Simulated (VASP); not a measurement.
In3GaP4, 8 atoms in the cell. The structure is orthorhombic, space group Pmm2 (No. 25). The conventional cell has a = 4.128 Å, b = 8.268 Å, c = 5.848 Å, α = 90.00°, β = 90.00°, γ = 90.00°. Ga (site symmetry mm2) has 4 P at 2.40 to 2.44 Å within 3.2 Å. P (site symmetry mm2) has 2 Ga at 2.44 Å and 2 In at 2.57 Å within 3.2 Å. P (site symmetry m) has 1 Ga at 2.40 Å and 3 In at 2.57 to 2.59 Å within 3.2 Å. P (site symmetry mm2) has 4 In at 2.56 Å within 3.4 Å. Within 3.4 Å of In (site symmetry m) lie 4 P at 2.56 to 2.57 Å. In (site symmetry mm2) has 4 P at 2.56 to 2.59 Å within 3.4 Å. 

```yaml
Program: VASP 6.6.1
Task: single point
Functional: PBE
Potentials_or_basis: VASP PAW PBE potentials, release 64 (Ga_d, P, In_d)
Cutoff: 520 eV
k_mesh: 6 × 4 × 4
Occupations: fermi-dirac, width 0.02 eV
Spin: no spin polarisation
Dipole_correction: no
Further_INCAR_settings: ALGO = Normal; EDIFF = 1e-07; NBANDS = 46
```

Potentials or basis: VASP PAW PBE potentials, release 64 (Ga_d, P, In_d).

The run is started by

```bash
$ cat potpaw_PBE.64/Ga_d/POTCAR potpaw_PBE.64/P/POTCAR potpaw_PBE.64/In_d/POTCAR > POTCAR
$ mpirun -np 1 vasp_std > vasp.out
```

Hardware: 1 thread of Oxide Virtual Turin-like Processor (shared host).

**Question.** How long does it take, and how much memory?

**Answer.** Wall time 8.3 min on 1 thread of Oxide Virtual Turin-like Processor, on a shared host, peak memory 0.45 GiB. Counts: scf iterations 16, k points 36.
